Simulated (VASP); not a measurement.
Si, 8 atoms in the cell. The cell holds a slab with vacuum, 8 atoms: a = 3.851 Å, b = 3.851 Å, c = 24.348 Å, α = 90.00°, β = 90.00°, γ = 120.00°. 

```yaml
Program: VASP 6.6.1
Task: relaxation of the atoms
Functional: PBE
Potentials_or_basis: VASP PAW PBE potentials, release 64 (Si)
Cutoff: 520 eV
k_mesh: 9 × 9 × 1
Occupations: gaussian, width 0.05 eV
Spin: no spin polarisation
Dipole_correction: yes
Atoms_held_fixed_from_0: "[0, 1, 2, 3]"
Further_INCAR_settings: ALGO = Normal; EDIFF = 1e-06; IBRION = 2; EDIFFG = -0.03; NSW = 70
```

Potentials or basis: VASP PAW PBE potentials, release 64 (Si).

Run with:

```console
$ cat potpaw_PBE.64/Si/POTCAR > POTCAR
$ mpirun -np 1 vasp_std > vasp.out
```

Hardware: 1 thread of AMD EPYC 7R13 Processor (Zen 3) (shared host).

**Question.** Estimate the wall time of this run.

**Answer.** Wall time 11 min on 1 thread of AMD EPYC 7R13 Processor (Zen 3), on a shared host, peak memory 0.42 GiB. Counts: scf iterations 80, k points 12, ion steps 9.
